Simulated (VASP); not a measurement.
Here is a VASP 6.6.1 calculation.

File POSCAR:

```
HfN
1.0
    2.9764449626      0.0000000000      0.0000000000
   -1.4882224813      2.5776769506      0.0000000000
    0.0000000000      0.0000000000      2.9242020019
Hf N
1 1
Direct
    0.3333333333      0.6666666667      0.5000000000
    0.0000000000      0.0000000000      0.0000000000
```

The input INCAR.step1:

```
SYSTEM = HfN
PREC = Accurate ; ENCUT = 520
ISMEAR = 0 ; SIGMA = 0.1
LREAL = .False. ; LASPH = .True.
NELM = 80 ; NBANDS = 14
GGA = PE ; ALGO = Normal
EDIFF = 1E-4 ; LWAVE = .True.
LCHARG = .False.
```

INCAR.step2

```
SYSTEM = HfN
PREC = Accurate ; ENCUT = 520
EDIFF = 1E-7 ; ISMEAR = 0
SIGMA = 0.1 ; LREAL = .False.
LASPH = .True. ; NELM = 80
ALGO = Normal ; ISIF = 2
LWAVE = .False. ; LCHARG = .False.
METAGGA = R2SCAN ; LMIXTAU = .True.
NBANDS = 14 ; ISTART = 1
```

The input KPOINTS:

```
Automatic mesh
0
Gamma
  6 6 6
  0 0 0
```

Potentials or basis: VASP PAW PBE potentials, release 64 (Hf_pv, N).

Command:

```sh
$ cat potpaw_PBE.64/Hf_pv/POTCAR potpaw_PBE.64/N/POTCAR > POTCAR
$ cp INCAR.step1 INCAR
$ mpirun -np 1 vasp_std > vasp.out
$ cp INCAR.step2 INCAR
$ mpirun -np 1 vasp_std > vasp.out
```

Problem. Predict the pressure.

Solution. 13.7 GPa.

Problem. Predict the band gap on the k mesh.

Solution. Zero (an odd number of electrons rules out a gap without spin polarisation).

Stress tensor (GPa, compression positive):
```
23.05  0.00  0.00
 0.00 23.05  0.00
 0.00  0.00 -5.07
```

Caveat: the k points lie up to 0.41 Å⁻¹ apart, too coarse for converged energies and pressures of a metal; the PAW data sets were made with another functional, which shifts forces and pressure a little; spin-orbit coupling is left out, which moves the levels of the heavy elements.
